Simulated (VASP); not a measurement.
# Ga3Se (Cmmm) in VASP: a series of runs

The runs below take Ga3Se through single point, with PBEsol+D3(BJ).

Program: VASP 6.6.1. These are calculated values, not measurements. Logs are shortened: lines on timing, memory, paths and dates and some standing lists are left out, and cuts for length are marked.

## 1. The cell of the first run

Symmetry: Cmmm, No. 65, orthorhombic system. The conventional cell has a = 5.796 Å, b = 6.154 Å, c = 4.225 Å, α = 90.00°, β = 90.00°, γ = 90.00°. Within 3.8 Å of Ga (site symmetry 2/m) lie 8 Ga at 2.90 to 3.08 Å and 4 Se at 2.99 Å. Within 3.8 Å of Ga (site symmetry mmm) lie 4 Se at 2.90 to 3.08 Å and 8 Ga at 2.99 Å. Within 3.8 Å of Se (site symmetry mmm) lie 12 Ga at 2.90 to 3.08 Å.

## 2. Single point, PBEsol+D3(BJ) (strain -0.0600 x Voigt [0, 0, 0, 0, 0, 1])

INCAR reads:

```
  PREC = Accurate
  ENCUT = 520
  EDIFF = 1E-6
  ISMEAR = 0
  SIGMA = 0.15
  LREAL = F
  LASPH = T
  NELM = 60
  ALGO = Normal
  ISIF = 2
  LWAVE = F
  LCHARG = F
  GGA = PS
  IVDW = 12
  NBANDS = 30
```

KPOINTS reads:

```
regular mesh
0
Gamma
  12 12 12
```

POSCAR reads:

```
Ga3Se
1.0
    4.2249181734     -0.1267475452      0.0000000000
   -0.1267475452      4.2249181734      0.0000000000
    0.0000000000      0.0000000000      4.2249181734
Ga Se
3 1
Direct
    0.0000000000      0.5000000000      0.5000000000
    0.5000000000      0.0000000000      0.5000000000
    0.5000000000      0.5000000000      0.0000000000
    0.0000000000      0.0000000000      0.0000000000
```

Potentials or basis: VASP PAW PBE potentials, release 64 (Ga_d, Se).

Command:

```console
$ cat potpaw_PBE.64/Ga_d/POTCAR potpaw_PBE.64/Se/POTCAR > POTCAR
$ mpirun -np 1 vasp_std > vasp.out
```

OUTCAR:

```text
PREC = Accurate
   ENCUT = 520
   EDIFF = 1E-6
   ISMEAR = 0
   LREAL = F
   LASPH = T
   NELM = 60
   ISIF = 2
   GGA = PS
   IVDW = 12
 IVDW          = 12

 ion  position               nearest neighbor table
   1  0.000  0.500  0.500-   2 2.90   2 2.90
   2  0.500  0.000  0.500-   1 2.90   1 2.90
   3  0.500  0.500  0.000-
   4  0.000  0.000  0.000-

  LATTYP: Found a base centered orthorhombic cell.
 ALAT       =     5.7956884833
 B/A-ratio  =     1.0618556701
 C/A-ratio  =     0.7289760631

  Lattice vectors:

 A1 = (   4.2249181734,  -0.1267475452,   0.0000000000)
 A2 = (  -0.1267475452,   4.2249181734,   0.0000000000)
 A3 = (   0.0000000000,   0.0000000000,   4.2249181734)

Analysis of symmetry for initial positions (statically):
=====================================================================
 Subroutine PRICEL returns:
 Original cell was already a primitive cell.

 Routine SETGRP: Setting up the symmetry group for a
 base centered orthorhombic supercell.

 Subroutine GETGRP returns: Found  8 space group operations
 (whereof  8 operations were pure point group operations)
 out of a pool of  8 trial point group operations.

The static configuration has the point symmetry D_2h.

Analysis of symmetry for dynamics (positions and initial velocities):
=====================================================================
 Subroutine PRICEL returns:
 Original cell was already a primitive cell.

 Routine SETGRP: Setting up the symmetry group for a
 base centered orthorhombic supercell.

 Subroutine GETGRP returns: Found  8 space group operations
 (whereof  8 operations were pure point group operations)
 out of a pool of  8 trial point group operations.

The dynamic configuration has the point symmetry D_2h.

 Subroutine INISYM returns: Found  8 space group operations
 (whereof  8 operations are pure point group operations),
 and found     1 'primitive' translations

----------------------------------------------------------------------------------------

                                     Primitive cell

  volume of cell :      75.3466

  direct lattice vectors                    reciprocal lattice vectors
     4.224918173 -0.126747545  0.000000000     0.236904188  0.007107126  0.000000000
    -0.126747545  4.224918173  0.000000000     0.007107126  0.236904188  0.000000000
     0.000000000  0.000000000  4.224918173     0.000000000  0.000000000  0.236690975

  length of vectors
     4.226818959  4.226818959  4.224918173     0.237010771  0.237010771  0.236690975

  position of ions in fractional coordinates (direct lattice)
     0.000000000  0.500000000  0.500000000
     0.500000000  0.000000000  0.500000000
     0.500000000  0.500000000  0.000000000
     0.000000000  0.000000000  0.000000000

  ion indices of the primitive-cell ions
   primitive index   ion index
                 1           1
                 2           2
                 3           3
                 4           4

----------------------------------------------------------------------------------------

 KPOINTS: regular mesh

Automatic generation of k-mesh.
 Grid dimensions read from file:
 generate k-points for:   12   12   12

 Generating k-lattice:

  Cartesian coordinates                     Fractional coordinates (reciprocal lattice)
     0.019742016  0.000592260  0.000000000     0.083333333  0.000000000  0.000000000
     0.000592260  0.019742016  0.000000000     0.000000000  0.083333333  0.000000000
     0.000000000  0.000000000  0.019724248     0.000000000  0.000000000  0.083333333

  Length of vectors
     0.019750898  0.019750898  0.019724248

  Shift w.r.t. Gamma in fractional coordinates (k-lattice)
     0.000000000  0.000000000  0.000000000

 Subroutine IBZKPT returns following result:
 ===========================================

 Found    301 irreducible k-points:

 Following reciprocal coordinates:
            Coordinates               Weight
  0.000000  0.000000  0.000000      1.000000
  0.083333  0.000000  0.000000      4.000000
  0.166667  0.000000  0.000000      4.000000
  0.250000  0.000000  0.000000      4.000000
  0.333333  0.000000  0.000000      4.000000
  0.416667  0.000000  0.000000      4.000000
[... 16 lines left out ...]
  0.500000  0.166667  0.000000      4.000000
 -0.416667  0.166667  0.000000      4.000000
 [... further k-points ...]
   k-points           NKPTS =    301   k-points in BZ     NKDIM =    301   number of bands    NBANDS=     30
   number of dos      NEDOS =    301   number of ions     NIONS =      4
   total plane-waves  NPLWV =  32768
   dimension x,y,z NGX =    32 NGY =   32 NGZ =   32
   dimension x,y,z NGXF=    64 NGYF=   64 NGZF=   64
   ions per type =               3   1
   NGX,Y,Z   is equivalent  to a cutoff of  12.59, 12.59, 12.59 a.u.
   NGXF,Y,Z  is equivalent  to a cutoff of  25.17, 25.17, 25.18 a.u.
 SYSTEM =  unknown system
   PREC   = accura    normal or accurate (medium, high low for compatibility)
   ISTART =      0    job   : 0-new  1-cont  2-samecut
   ICHARG =      2    charge: 1-file 2-atom 10-const
   ISPIN  =      1    spin polarized calculation?
   LNONCOLLINEAR =      F non collinear calculations
   LSORBIT =      F    spin-orbit coupling
   LASPH  =      T    aspherical Exc in radial PAW
   ENCUT  =  520.0 eV  38.22 Ry    6.18 a.u.   7.86  7.86  7.86*2*pi/ulx,y,z
   NELM   =     60;   NELMIN=  2; NELMDL= -5     # of ELM steps
   EDIFF  = 0.1E-05   stopping-criterion for ELM
   LREAL  =      F    real-space projection
   EDIFFG = 0.1E-04   stopping-criterion for IOM
   NSW    =      0    number of steps for IOM
   IBRION =     -1    ionic relax: 0-MD 1-quasi-New 2-CG
   NFREE  =      0    steps in history (QN), initial steepest desc. (CG)
   ISIF   =      2    stress and relaxation
   ISYM   =      2    0-nonsym 1-usesym 2-fastsym
   POTIM  = 0.5000    time-step for ionic-motion
   TEBEG  =    0.0;   TEEND  =   0.0 temperature during run
   PSTRESS=    0.0 pullay stress
   NELECT =      45.0000    total number of electrons
   NUPDOWN=      -1.0000    fix difference up-down
   EMIN   =  10.00;   EMAX   =-10.00  energy-range for DOS
   EFERMI =   0.00;   METHOD = LEGACY
   ISMEAR =     0;   SIGMA  =   0.15  broadening in eV -4-tet -1-fermi 0-gaus
   EFERMI_NEDOS =   21; number of points for ismear=-14 and -15
   IALGO  =     38    algorithm
   IMIX   =      4    mixing-type and parameters
     AMIX     =   0.40;   BMIX     =  1.00
     AMIX_MAG =   1.60;   BMIX_MAG =  1.00
  volume/ion in A,a.u.               =      18.84       127.12
  Fermi-wavevector in a.u.,A,eV,Ry     =   1.378662  2.605293 25.860704  1.900708
  Thomas-Fermi vector in A             =   2.503703
   LORBIT       =      0    0 simple, 1 ext, 2 COOP (PROOUT), +10 PAW based schemes
   GGA     = PS    functional components
   LHFCALC =     F    Hartree Fock is set to
   AEXX    =    0.0000 exact exchange contribution
   IVDW    =    12    specifies the selected vdW correction
   LEPSILON=     F    determine dielectric tensor
   LRPA    =     F    only Hartree local field effects (RPA)
 non-spin polarized calculation
 Gauss-broadening in eV      SIGMA  =   0.15
  energy-cutoff  :      520.00
  volume of cell :       75.35
 maximum number of plane-waves:      2054
   NGX = 15   NGY = 15   NGZ = 15

 number of electron      44.9999958 magnetization

 Free energy of the ion-electron system (eV)
  ---------------------------------------------------
  ext. energy  EPLUGINS =         0.00000000
  ---------------------------------------------------
  free energy    TOTEN  =       -14.00010600 eV

  energy without entropy =      -13.98543977  energy(sigma->0) =      -13.99277289

 E-fermi :   5.8776     XC(G=0): -11.1069

 val. band max:        5.8683534639   @ k =   0.2500   0.2500   0.3333
 cond. band min:       5.8822769680   @ k =   0.5000   0.2500   0.0000
 fundamental gap:      0.0139235041
 Fermi energy:         5.8776148788

 k-point     1 :       0.0000    0.0000    0.0000
  band No.  band energies     occupation
      1      -9.3161      2.00000
      2      -9.2003      2.00000
      3      -9.1982      2.00000
      4      -9.1832      2.00000
      5      -9.1248      2.00000
      6      -9.1195      2.00000
[... 22 lines left out ...]
     29      12.0485      0.00000
     30      12.8060      0.00000

 k-point     2 :       0.0833    0.0000    0.0000
  band No.  band energies     occupation
      1      -9.3050      2.00000
      2      -9.1971      2.00000
      3      -9.1931      2.00000
      4      -9.1802      2.00000
      5      -9.1221      2.00000
      6      -9.1175      2.00000
[... 22 lines left out ...]
     29      12.3894      0.00000
     30      13.1640      0.00000

 k-point     3 :       0.1667    0.0000    0.0000
  band No.  band energies     occupation
      1      -9.2743      2.00000
      2      -9.1899      2.00000
      3      -9.1780      2.00000
      4      -9.1695      2.00000
      5      -9.1183      2.00000
      6      -9.1079      2.00000
[... 22 lines left out ...]
     29      13.0686      0.00000
     30      13.3674      0.00000

 k-point     4 :       0.2500    0.0000    0.0000
  band No.  band energies     occupation
      1      -9.2302      2.00000
      2      -9.1824      2.00000
      3      -9.1541      2.00000
      4      -9.1491      2.00000
      5      -9.1146      2.00000
      6      -9.0912      2.00000
[... 616 lines left out ...]
     29      11.7127      0.00000
     30      11.7990      0.00000

 k-point    23 :       0.5000    0.1667    0.0000
  band No.  band energies     occupation
      1      -9.1522      2.00000
      2      -9.1209      2.00000
      3      -9.1100      2.00000
      4      -9.0837      2.00000
      5      -9.0699      2.00000
      6      -9.0525      2.00000
[... 22 lines left out ...]
     29      11.3113      0.00000
     30      12.5073      0.00000

 k-point    24 :      -0.4167    0.1667    0.0000
  band No.  band energies     occupation
      1      -9.1559      2.00000
      2      -9.1537      2.00000
      3      -9.1040      2.00000
      4      -9.0954      2.00000
      5      -9.0924      2.00000
      6      -9.0561      2.00000
[... 22 lines left out ...]
     29      11.3191      0.00000
     30      11.6116      0.00000

 [... further k-points ...]

------------------------ aborting loop because EDIFF is reached ----------------------------------------

 Edisp (eV)   -1.29584

 E8    (eV) :    -0.8770

  FORCE on cell =-STRESS in cart. coord.  units (eV):
  Direction    XX          YY          ZZ          XY          YZ          ZX
  --------------------------------------------------------------------------------------
  -------------------------------------------------------------------------------------
  Total       0.18130     0.18130    -0.00247     0.31336     0.00000     0.00000
  in kB       3.85528     3.85528    -0.05247     6.66328     0.00000     0.00000
  external pressure =        2.55 kB  Pullay stress =        0.00 kB

 VOLUME and BASIS-vectors are now :
 -----------------------------------------------------------------------------
  energy-cutoff  :      520.00
  volume of cell :       75.35
      direct lattice vectors                 reciprocal lattice vectors
     4.224918173 -0.126747545  0.000000000     0.236904188  0.007107126  0.000000000
    -0.126747545  4.224918173  0.000000000     0.007107126  0.236904188  0.000000000
     0.000000000  0.000000000  4.224918173     0.000000000  0.000000000  0.236690975

 POSITION                                       TOTAL-FORCE (eV/Angst)
 -----------------------------------------------------------------------------------
     -0.06337      2.11246      2.11246        -0.000000      0.000000      0.000000
      2.11246     -0.06337      2.11246        -0.000000      0.000000      0.000000
      2.04909      2.04909      0.00000         0.000000      0.000000      0.000000
      0.00000      0.00000      0.00000        -0.000000      0.000000      0.000000
 -----------------------------------------------------------------------------------
    total drift:                                0.000000     -0.000000     -0.000000

  FREE ENERGIE OF THE ION-ELECTRON SYSTEM (eV)
  ---------------------------------------------------
  free  energy   TOTEN  =       -15.2959413576 eV

  energy  without entropy=      -15.2812751374  energy(sigma->0) =      -15.28860825
```

Wall time 2.6 min (1 thread of Intel Xeon 6975P-C (Granite Rapids), shared host); peak memory 0.62 GiB.

What came out:

| Property | Result |
| --- | --- |
| Free energy | -15.2959 eV |
| Pressure | 0.3 GPa |
| Band gap on the k mesh | zero (an odd number of electrons rules out a gap without spin polarisation) |
| Dispersion energy per atom | -0.324 eV |

Stress tensor (GPa, compression positive):
```
 0.39  0.67  0.00
 0.67  0.39  0.00
 0.00  0.00 -0.01
```

Caveat: the cell differs from its parent crystal (strain -0.0600 x Voigt [0, 0, 0, 0, 0, 1]); the PAW data sets were made with another functional, which shifts forces and pressure a little.

## 3. Single point, PBEsol+D3(BJ) (strain +0.0450 x Voigt [0, 0, 0, 0, 0, 1])

INCAR reads:

```
PREC = Accurate
ENCUT = 520
EDIFF = 1E-6
ISMEAR = 0
SIGMA = 0.15
LREAL = False
LASPH = True
NELM = 80
ALGO = Normal
ISIF = 2
LWAVE = False
LCHARG = True
GGA = PS
IVDW = 12
LELF = True
LVHAR = True
NBANDS = 30
```

KPOINTS is that of step 2.

Changes to POSCAR since step 2:

```diff
@@ -2,4 +2,4 @@
 1.0
-    4.2249181734     -0.1267475452      0.0000000000
-   -0.1267475452      4.2249181734      0.0000000000
+    4.2249181734      0.0950606589      0.0000000000
+    0.0950606589      4.2249181734      0.0000000000
     0.0000000000      0.0000000000      4.2249181734
```

Potentials or basis: VASP PAW PBE potentials, release 64 (Ga_d, Se).

Command:

```console
$ cat potpaw_PBE.64/Ga_d/POTCAR potpaw_PBE.64/Se/POTCAR > POTCAR
$ mpirun -np 1 vasp_std > vasp.out
```

Wall time 2.6 min (1 thread of Intel Xeon 6975P-C (Granite Rapids), shared host); peak memory 0.61 GiB.

Results (log left out):

| Quantity | Value |
| --- | --- |
| Free energy | -15.2997 eV |
| Pressure | 0.3 GPa |
| Band gap on the k mesh | zero (an odd number of electrons rules out a gap without spin polarisation) |
| Dispersion energy per atom | -0.324 eV |

Stress tensor (GPa, compression positive):
```
 0.35 -0.38  0.00
-0.38  0.35  0.00
 0.00  0.00  0.10
```

Levels at points of the mesh, in eV from the Fermi level:
```tsv
k point	band 19	band 20	band 21	band 22	band 23	band 24	band 25	band 26	band 27	band 28
(0.00, 0.00, 0.00)	-4.44	-4.35	-2.70	-2.67	1.38	1.77	2.13	4.41	4.74	5.13
(0.50, 0.00, 0.00)	-3.38	-3.32	-1.61	-1.19	-0.57	-0.56	0.83	4.53	4.60	4.83
(0.50, 0.50, 0.00)	-6.98	-2.55	-1.00	-0.55	-0.37	1.33	1.69	1.70	1.92	5.60
(0.00, 0.00, 0.50)	-3.49	-3.15	-1.67	-1.20	-0.73	-0.40	0.83	4.10	4.68	5.18
(0.50, 0.00, 0.50)	-6.99	-2.58	-1.01	-0.51	-0.41	1.24	1.54	1.97	2.00	5.96
(0.50, 0.50, 0.50)	-5.77	-5.54	-5.26	-4.99	-4.12	4.35	4.59	4.87	9.20	9.63
```

Caveat: the cell differs from its parent crystal (strain +0.0450 x Voigt [0, 0, 0, 0, 0, 1]); the PAW data sets were made with another functional, which shifts forces and pressure a little.
